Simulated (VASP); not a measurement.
# HC28 (a cell with a defect) in VASP: single point with PBE

Aim: the single point of HC28 (a cell with a defect) with PBE.

Everything below comes from runs of VASP 6.6.1. Logs are shortened: lines on timing, memory, paths and dates and some standing lists are left out, and cuts for length are marked.

## (1) The cell of the first run

The cell holds a defect, 29 atoms: a = 6.526 Å, b = 6.526 Å, c = 8.465 Å, α = 90.00°, β = 90.00°, γ = 120.00°.

## (2) Single point, PBE

File INCAR:

```
PREC = Accurate
ENCUT = 520
EDIFF = 1E-6
ISMEAR = 0
SIGMA = 0.1
LREAL = Auto
LASPH = True
NELM = 60
ALGO = Fast
ISIF = 2
LWAVE = False
LCHARG = False
GGA = PE
NBANDS = 76
```

File KPOINTS:

```
Automatic mesh
0
Gamma
  4 4 3
```

File POSCAR:

```
HC28
1.0
    4.9330655670     -4.2721600996      0.0000000000
   -6.1663319588     -2.1360800497      0.0000000000
    0.0000000000      0.0000000000     -8.4654494173
C H
28 1
Direct
    0.6637110986      0.8355253012      0.6989547404
    0.2372549920      0.6922735363      0.7063870688
    0.8083082716      0.5464025817      0.6990680244
    0.3805674800      0.4066255836      0.7064164825
    0.9515822883      0.2632921535      0.7064004172
    0.5231480197      0.1207037648      0.7102373074
    0.0974441154     -0.0197669847      0.6990338857
    0.4749324471      0.8825734550      0.2936098106
    0.0485506565      0.7392924355      0.3009925255
    0.6147779643      0.5946856303      0.3010167416
    0.1890719492      0.4541217277      0.2897261420
    0.7605795779      0.3115516550      0.2936412324
    0.3316029430      0.1682264379      0.2936439494
   -0.0961609518      0.0283753325      0.3010000857
    0.4274602879      0.6453771309      0.7052456055
    0.9985319252      0.5003790711      0.7053229788
    0.5710436891      0.3587098416      0.7063358016
    0.1434734000      0.2164346159      0.7053147099
    0.7132198493      0.0727737791      0.7062352753
    0.2851380915      0.9306273063      0.7062867788
    0.8564992216      0.7873680578      0.6758925271
    0.4270703750      0.6442146138      0.2936916728
   -0.0010370588      0.5020099699      0.2937215589
    0.5686974120      0.3584302039      0.2947714737
    0.1411001193      0.2161148879      0.2937104550
    0.7136772467      0.0744454977      0.2947204427
    0.2847876496      0.9295202053      0.2947405243
    0.8557497290      0.7874513657      0.3241706216
    0.8563884823      0.7873208200      0.4997114496
```

Potentials or basis: VASP PAW PBE potentials, release 64 (C, H).

On the command line:

```sh
$ cat potpaw_PBE.64/C/POTCAR potpaw_PBE.64/H/POTCAR > POTCAR
$ mpirun -np 1 vasp_std > vasp.out
```

OUTCAR:

```text
PREC = Accurate
   ENCUT = 520
   EDIFF = 1E-6
   ISMEAR = 0
   LREAL = Auto
   LASPH = True
   NELM = 60
   ISIF = 2
   GGA = PE

 ion  position               nearest neighbor table
   1  0.664  0.836  0.699-  19 1.42  15 1.42  21 1.45
   2  0.237  0.692  0.706-  15 1.42  20 1.43  16 1.43
   3  0.808  0.546  0.699-  17 1.42  16 1.42  21 1.45
   4  0.381  0.407  0.706-  18 1.42  17 1.43  15 1.43
   5  0.952  0.263  0.706-  16 1.42  19 1.43  18 1.43
   6  0.523  0.121  0.710-  19 1.42  20 1.42  17 1.42
[... 20 lines left out ...]
  27  0.285  0.930  0.295-   9 1.42   8 1.42  13 1.43
  28  0.856  0.787  0.324-  14 1.45  10 1.45   9 1.45
  29  0.856  0.787  0.500-

  LATTYP: Found a hexagonal cell.
 ALAT       =     6.5258323458
 C/A-ratio  =     1.2972214070

  Lattice vectors:

 A1 = (   4.9330655670,  -4.2721600996,   0.0000000000)
 A2 = (  -6.1663319588,  -2.1360800497,   0.0000000000)
 A3 = (   0.0000000000,   0.0000000000,  -8.4654494173)

Analysis of symmetry for initial positions (statically):
=====================================================================
 Subroutine PRICEL returns:
 Original cell was already a primitive cell.

 Routine SETGRP: Setting up the symmetry group for a
 hexagonal supercell.

 Subroutine GETGRP returns: Found  1 space group operations
 (whereof  1 operations were pure point group operations)
 out of a pool of 24 trial point group operations.

The static configuration has the point symmetry C_1 .

Analysis of symmetry for dynamics (positions and initial velocities):
=====================================================================
 Subroutine PRICEL returns:
 Original cell was already a primitive cell.

 Routine SETGRP: Setting up the symmetry group for a
 hexagonal supercell.

 Subroutine GETGRP returns: Found  1 space group operations
 (whereof  1 operations were pure point group operations)
 out of a pool of 24 trial point group operations.

The dynamic configuration has the point symmetry C_1 .

 Subroutine INISYM returns: Found  1 space group operations
 (whereof  1 operations are pure point group operations),
 and found     1 'primitive' translations

----------------------------------------------------------------------------------------

                                     Primitive cell

  volume of cell :     312.2141

  direct lattice vectors                    reciprocal lattice vectors
[... 141 lines left out ...]
   EDIFF  = 0.1E-05   stopping-criterion for ELM
   LREAL  =      T    real-space projection
   EDIFFG = 0.1E-04   stopping-criterion for IOM
   NSW    =      0    number of steps for IOM
[... 5 lines left out ...]
   TEBEG  =    0.0;   TEEND  =   0.0 temperature during run
   PSTRESS=    0.0 pullay stress
   NELECT =     113.0000    total number of electrons
   NUPDOWN=      -1.0000    fix difference up-down
   EMIN   =  10.00;   EMAX   =-10.00  energy-range for DOS
   EFERMI =   0.00;   METHOD = LEGACY
   ISMEAR =     0;   SIGMA  =   0.10  broadening in eV -4-tet -1-fermi 0-gaus
   EFERMI_NEDOS =   21; number of points for ismear=-14 and -15
   IALGO  =     68    algorithm
   IMIX   =      4    mixing-type and parameters
     AMIX     =   0.40;   BMIX     =  1.00
     AMIX_MAG =   1.60;   BMIX_MAG =  1.00
  volume/ion in A,a.u.               =      10.77        72.65
  Fermi-wavevector in a.u.,A,eV,Ry     =   1.166676  2.204697 18.519328  1.361132
  Thomas-Fermi vector in A             =   2.303186
   LORBIT       =      0    0 simple, 1 ext, 2 COOP (PROOUT), +10 PAW based schemes
   GGA     = PE    functional components
   LHFCALC =     F    Hartree Fock is set to
   AEXX    =    0.0000 exact exchange contribution
   IVDW    =     0    specifies the selected vdW correction
   LEPSILON=     F    determine dielectric tensor
   LRPA    =     F    only Hartree local field effects (RPA)
 non-spin polarized calculation
 RMM-DIIS sequential band-by-band and
 Gauss-broadening in eV      SIGMA  =   0.10
  energy-cutoff  :      520.00
  volume of cell :      312.21
 maximum number of plane-waves:      8422
 NGX is ok and might be reduce to    50
   NGX = 25   NGY = 25   NGZ = 31

 number of electron     113.0000002 magnetization

 Free energy of the ion-electron system (eV)
  ---------------------------------------------------
  ext. energy  EPLUGINS =         0.00000000
  ---------------------------------------------------
  free energy    TOTEN  =      -259.43802896 eV

  energy without entropy =     -259.42030422  energy(sigma->0) =     -259.42916659

 E-fermi :   3.2461     XC(G=0):  -8.7771

 val. band max:        3.2404802403   @ k =   0.5000   0.0000   0.3333
 cond. band min:       3.3297292475   @ k =  -0.2500   0.2500   0.0000
 fundamental gap:      0.0892490071
 Fermi energy:         3.2461496726

 k-point     1 :       0.0000    0.0000    0.0000
  band No.  band energies     occupation
      1     -16.7057      2.00000
      2     -16.5348      2.00000
      3     -13.5772      2.00000
      4     -13.3862      2.00000
      5     -13.3857      2.00000
      6     -13.3693      2.00000
[... 1693 lines left out ...]
     67       8.4667      0.00000
     68       9.7848      0.00000

 [... further k-points ...]

 [bands above 68 left out]

------------------------ aborting loop because EDIFF is reached ----------------------------------------

  FORCE on cell =-STRESS in cart. coord.  units (eV):
  Direction    XX          YY          ZZ          XY          YZ          ZX
  --------------------------------------------------------------------------------------
  -------------------------------------------------------------------------------------
  Total        3.4778233      3.4781542     -0.3209600     -0.0062361     -0.0065607      0.0241045
  in kB       17.8470162     17.8487144     -1.6470583     -0.0320013     -0.0336674      0.1236959
  external PRESSURE =      11.3495575 kB  Pullay stress =       0.0000000 kB

 VOLUME and BASIS-vectors are now :
 -----------------------------------------------------------------------------
  energy-cutoff  :      520.00
  volume of cell :      312.21
      direct lattice vectors                 reciprocal lattice vectors
     4.933065567 -4.272160100  0.000000000     0.057918202 -0.167195446  0.000000000
    -6.166331959 -2.136080050  0.000000000    -0.115836403 -0.133756357  0.000000000
     0.000000000  0.000000000 -8.465449417     0.000000000  0.000000000 -0.118127219

 POSITION                                       TOTAL-FORCE (eV/Angst)
 -----------------------------------------------------------------------------------
     -1.87800     -4.62023     -5.91697         0.011217     -0.005247      0.005265
     -3.09839     -2.49234     -5.97988         0.001524      0.000327     -0.003895
      0.61814     -4.62038     -5.91792        -0.020731     -0.017246      0.010515
     -0.63002     -2.49443     -5.98013         0.005664     -0.008443     -0.000595
      3.07067     -4.62772     -5.98000         0.016082      0.004153     -0.002129
      1.83642     -2.49280     -6.01248        -0.012333      0.011808      0.000173
[... 21 lines left out ...]
     -0.63422     -5.33796     -2.74425         0.005762     -0.005803     -0.010557
     -0.63026     -5.34041     -4.23028        -0.006758      0.002687      0.017622
 -----------------------------------------------------------------------------------
    total drift:                                0.009439      0.019979      0.004618

  FREE ENERGIE OF THE ION-ELECTRON SYSTEM (eV)
  ---------------------------------------------------
  free  energy   TOTEN  =      -259.4380289598 eV

  energy  without entropy=     -259.4203042223  energy(sigma->0) =     -259.42916659
```

OSZICAR:

```text
N       E                     dE             d eps       ncg     rms          rms(c)
DAV:   1     0.568302133849E+03    0.56830E+03   -0.55759E+04  3960   0.135E+03
DAV:   2    -0.217674722807E+03   -0.78598E+03   -0.74511E+03  4968   0.298E+02
DAV:   3    -0.275165589137E+03   -0.57491E+02   -0.56813E+02  4800   0.814E+01
DAV:   4    -0.276566901669E+03   -0.14013E+01   -0.13970E+01  5168   0.139E+01
DAV:   5    -0.276614973323E+03   -0.48072E-01   -0.48034E-01  5248   0.232E+00    0.235E+01
RMM:   6    -0.263602925050E+03    0.13012E+02   -0.11976E+01  4145   0.103E+01    0.137E+01
RMM:   7    -0.259321201352E+03    0.42817E+01   -0.21444E+01  4517   0.141E+01    0.371E+00
RMM:   8    -0.259411806673E+03   -0.90605E-01   -0.14117E+00  4539   0.435E+00    0.103E+00
RMM:   9    -0.259428740299E+03   -0.16934E-01   -0.36427E-01  4791   0.202E+00    0.366E-01
RMM:  10    -0.259435331756E+03   -0.65915E-02   -0.63946E-02  4711   0.934E-01    0.861E-02
RMM:  11    -0.259437630178E+03   -0.22984E-02   -0.23593E-02  5200   0.492E-01    0.774E-02
RMM:  12    -0.259437934884E+03   -0.30471E-03   -0.34045E-03  5174   0.184E-01    0.262E-02
RMM:  13    -0.259438004655E+03   -0.69771E-04   -0.71067E-04  5167   0.813E-02    0.883E-03
RMM:  14    -0.259438024371E+03   -0.19716E-04   -0.17956E-04  5240   0.359E-02    0.497E-03
RMM:  15    -0.259438026964E+03   -0.25928E-05   -0.28054E-05  4292   0.144E-02    0.194E-03
RMM:  16    -0.259438028585E+03   -0.16216E-05   -0.54283E-06  3785   0.689E-03    0.111E-03
RMM:  17    -0.259438028960E+03   -0.37460E-06   -0.11849E-06  3111   0.319E-03
   1 F= -.25943803E+03 E0= -.25942917E+03  d E =-.177247E-01
```

It took 18 min on 1 thread of Oxide Virtual Turin-like, shared host; peak memory 0.59 GiB.

What came out:

```yaml
Free_energy: -259.4380 eV
Pressure: 1.1 GPa
Largest_force: 0.033 eV/Å
Band_gap_on_the_k_mesh: zero (an odd number of electrons rules out a gap without spin polarisation)
```

Forces in eV/Å, atoms in the order of the input:
```
C    0.011 -0.005  0.005
C    0.002  0.000 -0.004
C   -0.021 -0.017  0.011
C    0.006 -0.008 -0.001
C    0.016  0.004 -0.002
C   -0.012  0.012  0.000
C    0.017  0.025  0.014
C    0.005 -0.004  0.002
C   -0.014  0.005  0.000
C    0.009 -0.006 -0.006
C   -0.002  0.005 -0.004
C   -0.003  0.000  0.004
C   -0.013  0.002  0.002
C    0.004 -0.003 -0.001
C    0.000  0.016 -0.008
C   -0.005 -0.004  0.000
C    0.003  0.003 -0.004
C   -0.011 -0.001 -0.002
C   -0.012 -0.014 -0.007
C    0.008  0.003 -0.005
C    0.006 -0.005 -0.031
C   -0.011 -0.001  0.000
C    0.005 -0.006  0.005
C    0.000 -0.008  0.009
C    0.008 -0.005  0.005
C   -0.006  0.002  0.005
C    0.011  0.015  0.008
C    0.006 -0.006 -0.011
H   -0.007  0.003  0.018
```

The gap in the log of VASP goes by the Fermi energy; the results here count the filled bands.